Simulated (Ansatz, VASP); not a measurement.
**Two plane-wave programs on CoW3**

```
CELL_PARAMETERS angstrom
3.89921 0.00000 0.00000
0.00000 3.89921 0.00000
0.00000 0.00000 4.09417
ATOMIC_POSITIONS crystal
Co 0.00000 0.00000 0.00000
W 0.00000 0.50000 0.50000
W 0.50000 0.00000 0.50000
W 0.50000 0.50000 0.00000
```

Change from the starting cell: strain +0.000 along x and y, +0.050 along z, atoms carried along.

Alike in both runs: task single point; functional PBE; k mesh 12 × 12 × 12; occupations gaussian, width 0.15 eV; no spin polarisation.

|  | VASP | Ansatz |
| --- | --- | --- |
| version | VASP 6.6.1 | Ansatz 0.2.0 |
| potentials or method | VASP PAW PBE potentials, release 64 (Co, W_sv), cutoff 520 eV | scalar-relativistic, plane waves, PAW |
| valence electrons in the cell | 51 | 59 |

Ansatz gave:

* gap on the k mesh at the Fermi level (eV): none
* pressure (GPa): -12.1
* traceless stress, the component that is largest in VASP (GPa): -1.17

Problem. Which values does VASP return?

Solution. gap on the k mesh at the Fermi level (eV): none; pressure (GPa): -11.7; traceless stress, the component that is largest in VASP (GPa): -1.10.

A gap of «none» marks a metal or a gap that the smearing closes. VASP's potentials hold 51 valence electrons a cell and Ansatz's 59, so a difference there can come from the potentials and not from the codes.

Spin-orbit coupling is off throughout.
